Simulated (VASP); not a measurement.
Set up this calculation in VASP 6.6.1, as the native input.

| Property | Result |
| --- | --- |
| Task | single point |
| Functional | LDA |
| Potentials or basis | VASP PAW LDA potentials, release 64 (Si, C) |
| Cutoff | 520 eV |
| k mesh | 12 × 12 × 6 |
| Occupations | gaussian, width 0.05 eV |
| Spin | no spin polarisation |
| Dipole correction | no |
| Further INCAR settings | ALGO = Normal; EDIFF = 1e-07; NBANDS = 16 |

The structure of SiC lies in POSCAR:

```
SiC
1.0
    3.0561890961      0.0000000000      0.0000000000
   -1.5280945481      2.6467373960      0.0000000000
    0.0000000000      0.0000000000      5.0161734257
Si C
2 2
Direct
    0.3333333333      0.6666666667      0.0046041256
    0.6666666667      0.3333333333      0.5046041256
    0.3333333333      0.6666666667      0.4102991467
    0.6666666667      0.3333333333      0.9102991467
```

This cell differs from its parent crystal: c/a of the conventional cell at fixed volume 1.6413.

One way to write it, as run:

INCAR

```
PREC = Accurate
ENCUT = 520
EDIFF = 1E-7
ISMEAR = 0
SIGMA = 0.05
LREAL = F
LASPH = T
NELM = 60
ALGO = Normal
ISIF = 2
LWAVE = F
LCHARG = F
NBANDS = 16
```

KPOINTS

```
Automatic mesh
0
Gamma
  12 12 6
```

Potentials or basis: VASP PAW LDA potentials, release 64 (Si, C).

Command:

```bash
$ cat potpaw_LDA.64/Si/POTCAR potpaw_LDA.64/C/POTCAR > POTCAR
$ mpirun -np 1 vasp_std > vasp.out
```

It gave:

```
Pressure               : 2.6 GPa
Largest force          : 1.918 eV/Å
Band gap on the k mesh : 1.92 eV, indirect (least direct gap 4.18 eV)
```

Caveat: forces of over 1 eV/Å act on the atoms, so gaps and moduli don't describe the material at rest.

Wall time 30 s on 1 thread of Intel Xeon 6975P-C, on a shared host, peak memory 0.16 GiB.
